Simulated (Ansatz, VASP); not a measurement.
Two plane-wave programs on BeTe

```
CELL_PARAMETERS angstrom
0.00000 2.79060 2.79060
2.79060 0.00000 2.79060
2.79060 2.79060 0.00000
ATOMIC_POSITIONS crystal
Be 0.00000 0.00000 0.00000
Te 0.25000 0.25000 0.25000
```

Alike in both runs: functional PBE; dispersion D3(BJ); k mesh 8 × 8 × 8; occupations gaussian, width 0.02 eV; no spin polarisation.

Ansatz relaxed the structure, and its values are those at the end. VASP's run is a single point on that final structure, the one shown.

```csv
,VASP,Ansatz
version,VASP 6.6.1,Ansatz 0.2.0
potentials or method,"VASP PAW PBE potentials, release 64 (Be, Te), cutoff 520 eV","scalar-relativistic, plane waves, PAW"
valence electrons in the cell,8,18
```

Ansatz gave:

| Item | Value |
| --- | --- |
| gap on the k mesh at the Fermi level (eV) | 1.92 |
| least direct gap on the mesh (eV) | 3.61 |
| pressure (GPa) | 0.0 |

Q: Which values does VASP return?

A: gap on the k mesh at the Fermi level (eV): 1.91; least direct gap on the mesh (eV): 3.59; pressure (GPa): 0.2.

VASP's potentials hold 8 valence electrons a cell and Ansatz's 18, so a difference there can come from the potentials and not from the codes.

Neither program's run includes spin-orbit coupling.
